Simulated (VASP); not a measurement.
# SiC (P6_3mc) in VASP: a series of runs

The runs below take SiC through single point, with PBE.

Everything below comes from runs of VASP 6.6.1. Logs are shortened: lines on timing, memory, paths and dates and some standing lists are left out, and cuts for length are marked.

### Step 1. The cell of the first run

It takes space group P6_3mc (No. 186, hexagonal). The conventional cell has a = 3.030 Å, b = 3.030 Å, c = 5.135 Å, α = 90.00°, β = 90.00°, γ = 120.00°. Within 2.5 Å of Si (site symmetry 3m) lie 4 C at 1.86 to 1.93 Å. C (site symmetry 3m) has 4 Si at 1.86 to 1.93 Å within 2.5 Å.

### Step 2. Single point, PBE (biaxial strain in the a-b plane: -2.0 %)

The input, INCAR:

```
PREC = Accurate
ENCUT = 520
EDIFF = 1E-7
ISMEAR = 0
SIGMA = 0.02
LREAL = False
LASPH = True
NELM = 100
ALGO = Normal
ISIF = 2
LWAVE = False
LCHARG = False
GGA = PE
NBANDS = 16
```

The input, KPOINTS:

```
regular mesh
0
Gamma
  12 12 6
```

The input, POSCAR:

```
SiC
1.0
    3.0300977849      0.0000000000      0.0000000000
   -1.5150488924      2.6241416576      0.0000000000
    0.0000000000      0.0000000000      5.1351838001
Si C
2 2
Direct
    0.3333333333      0.6666666667      0.4995817073
    0.6666666667      0.3333333333      0.9995817073
    0.3333333333      0.6666666667      0.8754182927
    0.6666666667      0.3333333333      0.3754182927
```

Potentials or basis: VASP PAW PBE potentials, release 64 (Si, C).

Command:

```sh
$ cat potpaw_PBE.64/Si/POTCAR potpaw_PBE.64/C/POTCAR > POTCAR
$ mpirun -np 1 vasp_std > vasp.out
```

OUTCAR:

```text
PREC = Accurate
   ENCUT = 520
   EDIFF = 1E-7
   ISMEAR = 0
   LREAL = False
   LASPH = True
   NELM = 100
   ISIF = 2
   GGA = PE

 ion  position               nearest neighbor table
   1  0.333  0.667  0.500-   4 1.86   4 1.86   4 1.86   3 1.93   2 3.11   2 3.11   2 3.11   2 3.11
                             2 3.11   2 3.11
   2  0.667  0.333  1.000-   3 1.86   3 1.86   3 1.86   4 1.93   1 3.11   1 3.11   1 3.11   1 3.11
                             1 3.11   1 3.11
   3  0.333  0.667  0.875-   2 1.86   2 1.86   2 1.86   1 1.93
   4  0.667  0.333  0.375-   1 1.86   1 1.86   1 1.86   2 1.93

  LATTYP: Found a hexagonal cell.
 ALAT       =     3.0300977849
 C/A-ratio  =     1.6947254395

  Lattice vectors:

 A1 = (   3.0300977849,   0.0000000000,   0.0000000000)
 A2 = (  -1.5150488924,   2.6241416576,   0.0000000000)
 A3 = (   0.0000000000,   0.0000000000,   5.1351838001)

Analysis of symmetry for initial positions (statically):
=====================================================================
 Subroutine PRICEL returns:
 Original cell was already a primitive cell.

 Routine SETGRP: Setting up the symmetry group for a
 hexagonal supercell.

 Subroutine GETGRP returns: Found 12 space group operations
 (whereof  6 operations were pure point group operations)
 out of a pool of 24 trial point group operations.

The static configuration has the point symmetry C_3v.
 The point group associated with its full space group is C_6v.

Analysis of symmetry for dynamics (positions and initial velocities):
=====================================================================
 Subroutine PRICEL returns:
 Original cell was already a primitive cell.

 Routine SETGRP: Setting up the symmetry group for a
 hexagonal supercell.

 Subroutine GETGRP returns: Found 12 space group operations
 (whereof  6 operations were pure point group operations)
 out of a pool of 24 trial point group operations.

The dynamic configuration has the point symmetry C_3v.
 The point group associated with its full space group is C_6v.

 Subroutine INISYM returns: Found 12 space group operations
 (whereof  6 operations are pure point group operations),
 and found     1 'primitive' translations

----------------------------------------------------------------------------------------

                                     Primitive cell

  volume of cell :      40.8319

  direct lattice vectors                    reciprocal lattice vectors
     3.030097785  0.000000000  0.000000000     0.330022353  0.190538494  0.000000000
    -1.515048892  2.624141658  0.000000000     0.000000000  0.381076988  0.000000000
     0.000000000  0.000000000  5.135183800     0.000000000  0.000000000  0.194734997

  length of vectors
     3.030097785  3.030097785  5.135183800     0.381076988  0.381076988  0.194734997

  position of ions in fractional coordinates (direct lattice)
     0.333333333  0.666666667  0.499581707
     0.666666667  0.333333333  0.999581707
     0.333333333  0.666666667  0.875418293
     0.666666667  0.333333333  0.375418293

  ion indices of the primitive-cell ions
   primitive index   ion index
                 1           1
                 2           2
                 3           3
                 4           4

----------------------------------------------------------------------------------------

 KPOINTS: regular mesh

Automatic generation of k-mesh.
 Grid dimensions read from file:
 generate k-points for:   12   12    6

 Generating k-lattice:

  Cartesian coordinates                     Fractional coordinates (reciprocal lattice)
     0.027501863  0.015878208  0.000000000     0.083333333 -0.000000000  0.000000000
     0.000000000  0.031756416  0.000000000     0.000000000  0.083333333  0.000000000
     0.000000000  0.000000000  0.032455833     0.000000000  0.000000000  0.166666667

  Length of vectors
     0.031756416  0.031756416  0.032455833

  Shift w.r.t. Gamma in fractional coordinates (k-lattice)
     0.000000000  0.000000000  0.000000000

 Subroutine IBZKPT returns following result:
 ===========================================

 Found     76 irreducible k-points:

 Following reciprocal coordinates:
            Coordinates               Weight
  0.000000  0.000000  0.000000      1.000000
  0.083333 -0.000000  0.000000      6.000000
  0.166667 -0.000000  0.000000      6.000000
  0.250000 -0.000000  0.000000      6.000000
  0.333333  0.000000  0.000000      6.000000
  0.416667  0.000000  0.000000      6.000000
[... 16 lines left out ...]
  0.250000 -0.000000  0.166667     12.000000
  0.333333  0.000000  0.166667     12.000000
 [... further k-points ...]
   k-points           NKPTS =     76   k-points in BZ     NKDIM =     76   number of bands    NBANDS=     16
   number of dos      NEDOS =    301   number of ions     NIONS =      4
   total plane-waves  NPLWV =  23040
   dimension x,y,z NGX =    24 NGY =   24 NGZ =   40
   dimension x,y,z NGXF=    48 NGYF=   48 NGZF=   80
   ions per type =               2   2
   NGX,Y,Z   is equivalent  to a cutoff of  13.17, 13.17, 12.95 a.u.
   NGXF,Y,Z  is equivalent  to a cutoff of  26.34, 26.34, 25.90 a.u.
 SYSTEM =  unknown system
   PREC   = accura    normal or accurate (medium, high low for compatibility)
   ISTART =      0    job   : 0-new  1-cont  2-samecut
   ICHARG =      2    charge: 1-file 2-atom 10-const
   ISPIN  =      1    spin polarized calculation?
   LNONCOLLINEAR =      F non collinear calculations
   LSORBIT =      F    spin-orbit coupling
   LASPH  =      T    aspherical Exc in radial PAW
   ENCUT  =  520.0 eV  38.22 Ry    6.18 a.u.   5.63  5.63  9.55*2*pi/ulx,y,z
   NELM   =    100;   NELMIN=  2; NELMDL= -5     # of ELM steps
   EDIFF  = 0.1E-06   stopping-criterion for ELM
   LREAL  =      F    real-space projection
   EDIFFG = 0.1E-05   stopping-criterion for IOM
   NSW    =      0    number of steps for IOM
   IBRION =     -1    ionic relax: 0-MD 1-quasi-New 2-CG
   NFREE  =      0    steps in history (QN), initial steepest desc. (CG)
   ISIF   =      2    stress and relaxation
   ISYM   =      2    0-nonsym 1-usesym 2-fastsym
   POTIM  = 0.5000    time-step for ionic-motion
   TEBEG  =    0.0;   TEEND  =   0.0 temperature during run
   PSTRESS=    0.0 pullay stress
   NELECT =      16.0000    total number of electrons
   NUPDOWN=      -1.0000    fix difference up-down
   EMIN   =  10.00;   EMAX   =-10.00  energy-range for DOS
   EFERMI =   0.00;   METHOD = LEGACY
   ISMEAR =     0;   SIGMA  =   0.02  broadening in eV -4-tet -1-fermi 0-gaus
   EFERMI_NEDOS =   21; number of points for ismear=-14 and -15
   IALGO  =     38    algorithm
   IMIX   =      4    mixing-type and parameters
     AMIX     =   0.40;   BMIX     =  1.00
     AMIX_MAG =   1.60;   BMIX_MAG =  1.00
  volume/ion in A,a.u.               =      10.21        68.89
  Fermi-wavevector in a.u.,A,eV,Ry     =   1.197976  2.263847 19.526360  1.435147
  Thomas-Fermi vector in A             =   2.333877
   LORBIT       =      0    0 simple, 1 ext, 2 COOP (PROOUT), +10 PAW based schemes
   GGA     = PE    functional components
   LHFCALC =     F    Hartree Fock is set to
   AEXX    =    0.0000 exact exchange contribution
   IVDW    =     0    specifies the selected vdW correction
   LEPSILON=     F    determine dielectric tensor
   LRPA    =     F    only Hartree local field effects (RPA)
 non-spin polarized calculation
 Gauss-broadening in eV      SIGMA  =   0.02
  energy-cutoff  :      520.00
  volume of cell :       40.83
 maximum number of plane-waves:      1123
 NGX is ok and might be reduce to    24
   NGX = 11   NGY = 11   NGZ = 19

 number of electron      15.9999997 magnetization

 Free energy of the ion-electron system (eV)
  ---------------------------------------------------
  ext. energy  EPLUGINS =         0.00000000
  ---------------------------------------------------
  free energy    TOTEN  =       -30.03625957 eV

  energy without entropy =      -30.03625957  energy(sigma->0) =      -30.03625957

 E-fermi :   8.5960     XC(G=0): -11.4091

 val. band max:        8.4503415689   @ k =   0.0000   0.0000   0.0000
 cond. band min:      10.5756783960   @ k =   0.3333   0.3333   0.0000
 fundamental gap:      2.1253368271
 Fermi energy:         8.5959641090

 k-point     1 :       0.0000    0.0000    0.0000
  band No.  band energies     occupation
      1      -7.2692      2.00000
      2      -3.9174      2.00000
      3      -0.4090      2.00000
      4       7.2831      2.00000
      5       7.2831      2.00000
      6       8.1518      2.00000
[... 8 lines left out ...]
     15      17.5309      0.00000
     16      19.7393      0.00000

 k-point     2 :       0.0833   -0.0000    0.0000
  band No.  band energies     occupation
      1      -7.1442      2.00000
      2      -3.8083      2.00000
      3      -0.2922      2.00000
      4       6.5935      2.00000
      5       7.0664      2.00000
      6       7.9811      2.00000
[... 8 lines left out ...]
     15      17.8396      0.00000
     16      18.9885      0.00000

 k-point     3 :       0.1667   -0.0000    0.0000
  band No.  band energies     occupation
      1      -6.7725      2.00000
      2      -3.4889      2.00000
      3       0.0497      2.00000
      4       5.0708      2.00000
      5       6.5773      2.00000
      6       6.8257      2.00000
[... 8 lines left out ...]
     15      18.1145      0.00000
     16      18.5216      0.00000

 k-point     4 :       0.2500   -0.0000    0.0000
  band No.  band energies     occupation
      1      -6.1653      2.00000
      2      -2.9918      2.00000
      3       0.5747      2.00000
      4       3.3789      2.00000
      5       5.3859      2.00000
      6       6.0465      2.00000
[... 8 lines left out ...]
     15      18.5878      0.00000
     16      19.5004      0.00000
[... 324 lines left out ...]
 k-point    22 :       0.1667   -0.0000    0.1667
  band No.  band energies     occupation
      1      -6.6438      2.00000
      2      -3.9599      2.00000
      3       0.7213      2.00000
      4       5.1792      2.00000
      5       6.4616      2.00000
      6       6.6606      2.00000
[... 8 lines left out ...]
     15      18.3781      0.00000
     16      18.7375      0.00000

 k-point    23 :       0.2500   -0.0000    0.1667
  band No.  band energies     occupation
      1      -6.0387      2.00000
      2      -3.4323      2.00000
      3       1.1546      2.00000
      4       3.5511      2.00000
      5       5.0410      2.00000
      6       6.1367      2.00000
[... 8 lines left out ...]
     15      19.1549      0.00000
     16      19.4329      0.00000

 k-point    24 :       0.3333    0.0000    0.1667
  band No.  band energies     occupation
      1      -5.2276      2.00000
      2      -2.7921      2.00000
      3       1.1166      2.00000
      4       2.6682      2.00000
      5       3.5543      2.00000
      6       5.7016      2.00000
[... 8 lines left out ...]
     15      19.6685      0.00000
     16      20.7017      0.00000

 [... further k-points ...]
[... 5 lines left out ...]
  --------------------------------------------------------------------------------------
  -------------------------------------------------------------------------------------
  Total        3.2958448      3.2958448     -1.3900688      0.0000000      0.0000000      0.0000000
  in kB      129.3234932    129.3234932    -54.5439991      0.0000000      0.0000000      0.0000000
  external PRESSURE =      68.0343291 kB  Pullay stress =       0.0000000 kB

 VOLUME and BASIS-vectors are now :
 -----------------------------------------------------------------------------
  energy-cutoff  :      520.00
  volume of cell :       40.83
      direct lattice vectors                 reciprocal lattice vectors
     3.030097785  0.000000000  0.000000000     0.330022353  0.190538494  0.000000000
    -1.515048892  2.624141658  0.000000000     0.000000000  0.381076988  0.000000000
     0.000000000  0.000000000  5.135183800     0.000000000  0.000000000  0.194734997

 POSITION                                       TOTAL-FORCE (eV/Angst)
 -----------------------------------------------------------------------------------
     -0.00000      1.74943      2.56544         0.000000     -0.000000      0.297731
      1.51505      0.87471      5.13304        -0.000000      0.000000      0.297731
     -0.00000      1.74943      4.49543        -0.000000      0.000000     -0.297731
      1.51505      0.87471      1.92784         0.000000      0.000000     -0.297731
 -----------------------------------------------------------------------------------
    total drift:                                0.000000      0.000000     -0.000573

  FREE ENERGIE OF THE ION-ELECTRON SYSTEM (eV)
  ---------------------------------------------------
  free  energy   TOTEN  =       -30.0362595672 eV

  energy  without entropy=      -30.0362595672  energy(sigma->0) =      -30.03625957
```

Wall time 38 s (1 thread of Intel Xeon Platinum 8259CL at 2.50GHz (Skylake/Cascade Lake), shared host); peak memory 0.18 GiB.

What came out:

* Free energy: -30.0363 eV
* Pressure: 6.8 GPa
* Largest force: 0.298 eV/Å
* Band gap on the k mesh: 2.13 eV, indirect (least direct gap 4.28 eV)

Forces in eV/Å, atoms in the order of the input:
```
Si   0.000  0.000  0.298
Si   0.000  0.000  0.298
C    0.000  0.000 -0.298
C    0.000  0.000 -0.298
```

Levels at points of the mesh, in eV from the valence-band top:
```
           k point  band 6  band 7  band 8  band 9  band 10  band 11
(0.00, 0.00, 0.00)   -0.30    0.00    0.00    5.39     5.64     6.97
(0.50, 0.00, 0.00)   -3.33   -3.22   -1.29    3.00     4.01     6.96
(0.00, 0.00, 0.50)   -0.63   -0.63   -0.63    6.34     6.34     7.62
(0.50, 0.00, 0.50)   -2.51   -2.41   -2.41    3.16     3.16     5.18
```

Caveat: the cell differs from its parent crystal (biaxial strain in the a-b plane: -2.0 %). A k mesh can miss the band edges.

### Step 3. Single point, PBE

This run uses another cell than the first one, of 10.50 Å³/atom, 1.029 times its volume.

The input, INCAR:

```
SYSTEM = SiC
ALGO = Normal ; EDIFF = 1E-7
ENCUT = 520 ; GGA = PE
ISIF = 2 ; ISMEAR = 0
LASPH = .True. ; LCHARG = .False.
LREAL = .False. ; LWAVE = .False.
NBANDS = 16 ; NELM = 80
PREC = Accurate ; SIGMA = 0.02
```

The input, KPOINTS:

```
k-points
0
Gamma
  12 12 6
  0 0 0
```

The input, POSCAR:

```
SiC
1.0
    3.0919365152      0.0000000000      0.0000000000
   -1.5459682576      2.6776955690      0.0000000000
    0.0000000000      0.0000000000      5.0742922926
Si C
2 2
Direct
    0.3333333333      0.6666666667      0.4995817073
    0.6666666667      0.3333333333      0.9995817073
    0.3333333333      0.6666666667      0.8754182927
    0.6666666667      0.3333333333      0.3754182927
```

Potentials or basis: VASP PAW PBE potentials, release 64 (Si, C).

Command:

```sh
$ cat potpaw_PBE.64/Si/POTCAR potpaw_PBE.64/C/POTCAR > POTCAR
$ mpirun -np 1 vasp_std > vasp.out
```

It took 38 s on 1 thread of Intel Xeon Platinum 8259CL at 2.50GHz (Skylake/Cascade Lake), shared host; peak memory 0.17 GiB.

Results (log left out):

```
Free energy            : -30.1103 eV
Pressure               : 0.0 GPa
Band gap on the k mesh : 2.30 eV, indirect (least direct gap 3.94 eV)
```

Levels at points of the mesh, in eV from the valence-band top:
| k point | band 6 | band 7 | band 8 | band 9 | band 10 | band 11 |
| --- | --- | --- | --- | --- | --- | --- |
| (0.00, 0.00, 0.00) | -0.11 | 0.00 | 0.00 | 4.67 | 6.04 | 6.57 |
| (0.50, 0.00, 0.00) | -3.29 | -3.24 | -1.19 | 2.75 | 4.21 | 6.76 |
| (0.00, 0.00, 0.50) | -0.71 | -0.71 | -0.71 | 5.76 | 5.76 | 7.27 |
| (0.50, 0.00, 0.50) | -2.42 | -2.31 | -2.31 | 3.25 | 3.25 | 5.19 |

A k mesh can miss the band edges.

### Step 4. Single point, PBE

This run uses another cell than the first one, of 10.50 Å³/atom, 1.029 times its volume.

The input, INCAR:

```
PREC = Accurate
ENCUT = 520
EDIFF = 1E-6
ISMEAR = 0
SIGMA = 0.02
LREAL = False
LASPH = True
NELM = 100
ALGO = Normal
ISIF = 2
LWAVE = False
LCHARG = False
GGA = PE
NBANDS = 16
```

The input, KPOINTS:

```
regular mesh
0
Gamma
  12 12 6
```

POSCAR is that of step 3.

Command:

```sh
$ cat potpaw_PBE.64/Si/POTCAR potpaw_PBE.64/C/POTCAR > POTCAR
$ mpirun -np 1 vasp_std > vasp.out
```

Run time: 35 s. Hardware: 1 thread of Intel Xeon Platinum 8259CL at 2.50GHz (Skylake/Cascade Lake), shared host; peak memory 0.18 GiB.

It converged, with:

| Quantity | Value |
| --- | --- |
| Free energy | -30.1103 eV |
| Pressure | 0.0 GPa |
| Band gap on the k mesh | 2.30 eV, indirect (least direct gap 3.94 eV) |

Levels at points of the mesh, in eV from the valence-band top:
| k point | band 4 | band 5 | band 6 | band 7 | band 8 | band 9 | band 10 | band 11 | band 12 | band 13 |
| --- | --- | --- | --- | --- | --- | --- | --- | --- | --- | --- |
| (0.00, 0.00, 0.00) | -1.31 | -1.31 | -0.11 | 0.00 | 0.00 | 4.67 | 6.04 | 6.57 | 6.57 | 7.62 |
| (0.50, 0.00, 0.00) | -6.25 | -5.37 | -3.29 | -3.24 | -1.19 | 2.75 | 4.21 | 6.76 | 7.07 | 9.91 |
| (0.00, 0.00, 0.50) | -4.41 | -0.71 | -0.71 | -0.71 | -0.71 | 5.76 | 5.76 | 7.27 | 7.27 | 7.27 |
| (0.50, 0.00, 0.50) | -8.19 | -2.42 | -2.42 | -2.31 | -2.31 | 3.25 | 3.25 | 5.19 | 5.19 | 10.26 |

A k mesh can miss the band edges. PBE gaps usually lie below the measured ones, often by a third to a half.
